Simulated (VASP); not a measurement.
# Au (R-3) in VASP: single point with PBE

Aim: the single point of Au with PBE.

Everything below comes from runs of VASP 6.6.1. Logs are shortened: lines on timing, memory, paths and dates and some standing lists are left out, and cuts for length are marked.

## Step 1: The cell of the first run

The structure is trigonal, space group R-3 (No. 148). The conventional cell has a = 10.009 Å, b = 10.009 Å, c = 3.928 Å, α = 90.00°, β = 90.00°, γ = 120.00°. Within 2.5 Å of Au (site symmetry 1) lie 2 Au at 1.92 Å.

## Step 2: Single point, PBE

Contents of INCAR:

```
  ALGO = Normal
  EDIFF = 1E-6
  ENCUT = 540
  GGA = PE
  GGA_COMPAT = F
  ISIF = 2
  ISMEAR = 0
  LASPH = T
  LCHARG = T
  LELF = T
  LREAL = F
  LVHAR = T
  LWAVE = F
  NBANDS = 66
  NELM = 120
  PREC = Accurate
  SIGMA = 0.1
```

Contents of KPOINTS:

```
k-points
0
Gamma
  6 6 6
```

Contents of POSCAR:

```
Au
1.0
    5.0043372497      2.8892554582      1.3092621468
   -5.0043372497      2.8892554582      1.3092621468
    0.0000000000     -5.7785109164      1.3092621468
Au
6
Direct
    0.5845000000      0.3510000000      0.2465000000
    0.2465000000      0.5845000000      0.3510000000
    0.3510000000      0.2465000000      0.5845000000
    0.4155000000      0.6490000000      0.7535000000
    0.7535000000      0.4155000000      0.6490000000
    0.6490000000      0.7535000000      0.4155000000
```

Potentials or basis: VASP PAW PBE potentials, release 64 (Au_sv_GW).

Started as:

```console
$ cat potpaw_PBE.64/Au_sv_GW/POTCAR > POTCAR
$ mpirun -np 1 vasp_std > vasp.out
```

OUTCAR:

```text
EDIFF = 1E-6
   ENCUT = 540
   GGA = PE
   ISIF = 2
   ISMEAR = 0
   LASPH = T
   LREAL = F
   NELM = 120
   PREC = Accurate

 ion  position               nearest neighbor table
   1  0.584  0.351  0.246-   5 1.92   6 1.92   3 3.00   2 3.00   3 3.20   2 3.20   4 3.23
   2  0.246  0.584  0.351-   4 1.92   6 1.92   3 3.00   1 3.00   1 3.20   3 3.20   5 3.23
   3  0.351  0.246  0.584-   5 1.92   4 1.92   1 3.00   2 3.00   1 3.20   2 3.20   6 3.23
   4  0.416  0.649  0.754-   2 1.92   3 1.92   6 3.00   5 3.00   6 3.20   5 3.20   1 3.23
   5  0.754  0.416  0.649-   1 1.92   3 1.92   6 3.00   4 3.00   4 3.20   6 3.20   2 3.23
   6  0.649  0.754  0.416-   2 1.92   1 1.92   4 3.00   5 3.00   4 3.20   5 3.20   3 3.23

  LATTYP: Found a trigonal (rhomboedric) cell.
 ALAT       =     5.9249772810
 COS(alpha) =    -0.4267561602

  Lattice vectors:

 A1 = (   5.0043372497,   2.8892554582,   1.3092621468)
 A2 = (  -5.0043372497,   2.8892554582,   1.3092621468)
 A3 = (   0.0000000000,  -5.7785109164,   1.3092621468)

Analysis of symmetry for initial positions (statically):
=====================================================================
 Subroutine PRICEL returns:
 Original cell was already a primitive cell.

 Routine SETGRP: Setting up the symmetry group for a
 trigonal (rhombohedral) supercell.

 Subroutine GETGRP returns: Found  6 space group operations
 (whereof  6 operations were pure point group operations)
 out of a pool of 12 trial point group operations.

The static configuration has the point symmetry S_6 .

Analysis of symmetry for dynamics (positions and initial velocities):
=====================================================================
 Subroutine PRICEL returns:
 Original cell was already a primitive cell.

 Routine SETGRP: Setting up the symmetry group for a
 trigonal (rhombohedral) supercell.

 Subroutine GETGRP returns: Found  6 space group operations
 (whereof  6 operations were pure point group operations)
 out of a pool of 12 trial point group operations.

The dynamic configuration has the point symmetry S_6 .

 Subroutine INISYM returns: Found  6 space group operations
 (whereof  6 operations are pure point group operations),
 and found     1 'primitive' translations

----------------------------------------------------------------------------------------

                                     Primitive cell

  volume of cell :     113.5822

  direct lattice vectors                    reciprocal lattice vectors
     5.004337250  2.889255458  1.309262147     0.099913330  0.057684988  0.254596327
    -5.004337250  2.889255458  1.309262147    -0.099913330  0.057684988  0.254596327
     0.000000000 -5.778510916  1.309262147     0.000000000 -0.115369976  0.254596327

  length of vectors
     5.924977281  5.924977281  5.924977281     0.279516584  0.279516584  0.279516584

  position of ions in fractional coordinates (direct lattice)
     0.584500000  0.351000000  0.246500000
     0.246500000  0.584500000  0.351000000
     0.351000000  0.246500000  0.584500000
     0.415500000  0.649000000  0.753500000
     0.753500000  0.415500000  0.649000000
     0.649000000  0.753500000  0.415500000

  ion indices of the primitive-cell ions
   primitive index   ion index
                 1           1
                 2           2
                 3           3
                 4           4
                 5           5
                 6           6

----------------------------------------------------------------------------------------

 KPOINTS: k-points

Automatic generation of k-mesh.
 Grid dimensions read from file:
 generate k-points for:    6    6    6

 Generating k-lattice:

  Cartesian coordinates                     Fractional coordinates (reciprocal lattice)
     0.016652222  0.009614165  0.042432721     0.166666667 -0.000000000  0.000000000
    -0.016652222  0.009614165  0.042432721    -0.000000000  0.166666667  0.000000000
     0.000000000 -0.019228329  0.042432721     0.000000000  0.000000000  0.166666667

  Length of vectors
     0.046586097  0.046586097  0.046586097

  Shift w.r.t. Gamma in fractional coordinates (k-lattice)
     0.000000000  0.000000000  0.000000000

 Subroutine IBZKPT returns following result:
 ===========================================

 Found     40 irreducible k-points:

 Following reciprocal coordinates:
            Coordinates               Weight
  0.000000  0.000000  0.000000      1.000000
  0.166667 -0.000000  0.000000      6.000000
  0.333333  0.000000 -0.000000      6.000000
  0.500000 -0.000000  0.000000      3.000000
  0.166667  0.166667  0.000000      6.000000
  0.333333  0.166667  0.000000      6.000000
[... 16 lines left out ...]
  0.333333  0.333333  0.166667      6.000000
  0.500000  0.333333  0.166667      6.000000
 [... further k-points ...]
   k-points           NKPTS =     40   k-points in BZ     NKDIM =     40   number of bands    NBANDS=     66
   number of dos      NEDOS =    301   number of ions     NIONS =      6
   total plane-waves  NPLWV = 110592
   dimension x,y,z NGX =    48 NGY =   48 NGZ =   48
   dimension x,y,z NGXF=    96 NGYF=   96 NGZF=   96
   ions per type =               6
   NGX,Y,Z   is equivalent  to a cutoff of  13.47, 13.47, 13.47 a.u.
   NGXF,Y,Z  is equivalent  to a cutoff of  26.94, 26.94, 26.94 a.u.
 SYSTEM =  unknown system
   PREC   = accura    normal or accurate (medium, high low for compatibility)
   ISTART =      0    job   : 0-new  1-cont  2-samecut
   ICHARG =      2    charge: 1-file 2-atom 10-const
   ISPIN  =      1    spin polarized calculation?
   LNONCOLLINEAR =      F non collinear calculations
   LSORBIT =      F    spin-orbit coupling
   LASPH  =      T    aspherical Exc in radial PAW
   ENCUT  =  540.0 eV  39.69 Ry    6.30 a.u.  11.23 11.23 11.23*2*pi/ulx,y,z
   NELM   =    120;   NELMIN=  2; NELMDL= -5     # of ELM steps
   EDIFF  = 0.1E-05   stopping-criterion for ELM
   LREAL  =      F    real-space projection
   EDIFFG = 0.1E-04   stopping-criterion for IOM
   NSW    =      0    number of steps for IOM
   IBRION =     -1    ionic relax: 0-MD 1-quasi-New 2-CG
   NFREE  =      0    steps in history (QN), initial steepest desc. (CG)
   ISIF   =      2    stress and relaxation
   ISYM   =      2    0-nonsym 1-usesym 2-fastsym
   POTIM  = 0.5000    time-step for ionic-motion
   TEBEG  =    0.0;   TEEND  =   0.0 temperature during run
   PSTRESS=    0.0 pullay stress
   NELECT =     114.0000    total number of electrons
   NUPDOWN=      -1.0000    fix difference up-down
   EMIN   =  10.00;   EMAX   =-10.00  energy-range for DOS
   EFERMI =   0.00;   METHOD = LEGACY
   ISMEAR =     0;   SIGMA  =   0.10  broadening in eV -4-tet -1-fermi 0-gaus
   EFERMI_NEDOS =   21; number of points for ismear=-14 and -15
   IALGO  =     38    algorithm
   IMIX   =      4    mixing-type and parameters
     AMIX     =   0.40;   BMIX     =  1.00
     AMIX_MAG =   1.60;   BMIX_MAG =  1.00
  volume/ion in A,a.u.               =      18.93       127.75
  Fermi-wavevector in a.u.,A,eV,Ry     =   1.639103  3.097456 36.554223  2.686660
  Thomas-Fermi vector in A             =   2.729965
   LORBIT       =      0    0 simple, 1 ext, 2 COOP (PROOUT), +10 PAW based schemes
   GGA     = PE    functional components
   LHFCALC =     F    Hartree Fock is set to
   AEXX    =    0.0000 exact exchange contribution
   IVDW    =     0    specifies the selected vdW correction
   LEPSILON=     F    determine dielectric tensor
   LRPA    =     F    only Hartree local field effects (RPA)
 non-spin polarized calculation
 Gauss-broadening in eV      SIGMA  =   0.10
  energy-cutoff  :      540.00
  volume of cell :      113.58
 maximum number of plane-waves:      3250
 NGX is ok and might be reduce to    48
   NGX = 23   NGY = 23   NGZ = 23

 number of electron     113.9999995 magnetization

 Free energy of the ion-electron system (eV)
  ---------------------------------------------------
  ext. energy  EPLUGINS =         0.00000000
  ---------------------------------------------------
  free energy    TOTEN  =        30.17182325 eV

  energy without entropy =       30.20015232  energy(sigma->0) =       30.18598779

 E-fermi :   8.0058     XC(G=0): -12.1757

 val. band max:        7.9983145784   @ k =   0.5000  -0.1667  -0.3333
 cond. band min:       8.0120101911   @ k =   0.5000   0.1667   0.0000
 fundamental gap:      0.0136956126
 Fermi energy:         8.0057810201

 k-point     1 :       0.0000    0.0000    0.0000
  band No.  band energies     occupation
      1     -99.5680      2.00000
      2     -99.3626      2.00000
      3     -99.3626      2.00000
      4     -98.9536      2.00000
      5     -98.9536      2.00000
      6     -98.7488      2.00000
[... 58 lines left out ...]
     65      15.5482      0.00000
     66      15.9643      0.00000

 k-point     2 :       0.1667   -0.0000    0.0000
  band No.  band energies     occupation
      1     -99.5679      2.00000
      2     -99.3628      2.00000
      3     -99.3627      2.00000
      4     -98.9536      2.00000
      5     -98.9535      2.00000
      6     -98.7488      2.00000
[... 58 lines left out ...]
     65      17.2326      0.00000
     66      17.6892      0.00000

 k-point     3 :       0.3333    0.0000   -0.0000
  band No.  band energies     occupation
      1     -99.5676      2.00000
      2     -99.3630      2.00000
      3     -99.3627      2.00000
      4     -98.9537      2.00000
      5     -98.9533      2.00000
      6     -98.7488      2.00000
[... 1438 lines left out ...]
     65      16.1175      0.00000
     66      16.3251      0.00000

 k-point    24 :       0.5000    0.3333    0.1667
  band No.  band energies     occupation
      1     -99.5674      2.00000
      2     -99.3633      2.00000
      3     -99.3629      2.00000
      4     -98.9537      2.00000
      5     -98.9534      2.00000
      6     -98.7486      2.00000
[... 58 lines left out ...]
     65      15.8240      0.00000
     66      16.1290      0.00000

 [... further k-points ...]

------------------------ aborting loop because EDIFF is reached ----------------------------------------

  FORCE on cell =-STRESS in cart. coord.  units (eV):
  Direction    XX          YY          ZZ          XY          YZ          ZX
  --------------------------------------------------------------------------------------
  -------------------------------------------------------------------------------------
  Total      163.0361228    163.0361228     69.3854081     -0.0000002     -0.0000000      0.0000000
  in kB     2299.7681060   2299.7681060    978.7422926     -0.0000026     -0.0000000      0.0000000
  external PRESSURE =    1859.4261682 kB  Pullay stress =       0.0000000 kB

 VOLUME and BASIS-vectors are now :
 -----------------------------------------------------------------------------
  energy-cutoff  :      540.00
  volume of cell :      113.58
      direct lattice vectors                 reciprocal lattice vectors
     5.004337250  2.889255458  1.309262147     0.099913330  0.057684988  0.254596327
    -5.004337250  2.889255458  1.309262147    -0.099913330  0.057684988  0.254596327
     0.000000000 -5.778510916  1.309262147     0.000000000 -0.115369976  0.254596327

 POSITION                                       TOTAL-FORCE (eV/Angst)
 -----------------------------------------------------------------------------------
      1.16851      1.27850      1.54755        21.875402     23.968961    -29.418599
     -1.69147      0.37271      1.54755       -31.695430      6.960174    -29.418599
      0.52295     -1.65121      1.54755         9.820028    -30.929134    -29.418599
     -1.16851     -1.27850      2.38024       -21.875402    -23.968961     29.418599
      1.69147     -0.37271      2.38024        31.695430     -6.960174     29.418599
     -0.52295      1.65121      2.38024        -9.820028     30.929134     29.418599
 -----------------------------------------------------------------------------------
    total drift:                                0.000000     -0.000000      0.000000

  FREE ENERGIE OF THE ION-ELECTRON SYSTEM (eV)
  ---------------------------------------------------
  free  energy   TOTEN  =        30.1718232531 eV

  energy  without entropy=       30.2001523233  energy(sigma->0) =       30.18598779
```

Run time: 13 min. Hardware: 1 thread of Intel Xeon 6975P-C (Granite Rapids), shared host; peak memory 0.44 GiB.

Results:

- Free energy: 30.1718 eV
- Pressure: 185.9 GPa
- Largest force: 43.801 eV/Å
- Band gap on the k mesh: zero (bands 57 and 58 overlap by 0.43 eV)

Forces on the atoms (eV/Å):
```
Au   21.875  23.969 -29.419
Au  -31.695   6.960 -29.419
Au    9.820 -30.929 -29.419
Au  -21.875 -23.969  29.419
Au   31.695  -6.960  29.419
Au   -9.820  30.929  29.419
```

Stress tensor (GPa, compression positive):
```
229.98   0.00   0.00
  0.00 229.98   0.00
  0.00   0.00  97.87
```

Levels at points of the mesh, in eV from the Fermi level:
```
           k point  band 53  band 54  band 55  band 56  band 57  band 58  band 59  band 60  band 61  band 62
(0.00, 0.00, 0.00)    -1.64    -1.64    -0.61    -0.10     0.15     0.15     1.01     1.01     2.58     5.88
(0.50, 0.00, 0.00)    -2.14    -1.49    -1.38    -0.65    -0.12    -0.04     0.82     1.16     3.38     4.01
(0.50, 0.50, 0.00)    -1.64    -1.37    -1.27    -0.64    -0.25     0.12     4.20     4.28     4.55     6.15
(0.50, 0.50, 0.50)    -1.92    -1.92    -1.19    -0.38    -0.38     0.03     0.60     0.60     4.45     4.45
```

Caveat: the stress differs along the axes, from 98 to 230 GPa; spin-orbit coupling is left out, which moves the levels of the heavy elements; forces of over 1 eV/Å act on the atoms, so gaps and moduli don't describe the material at rest.
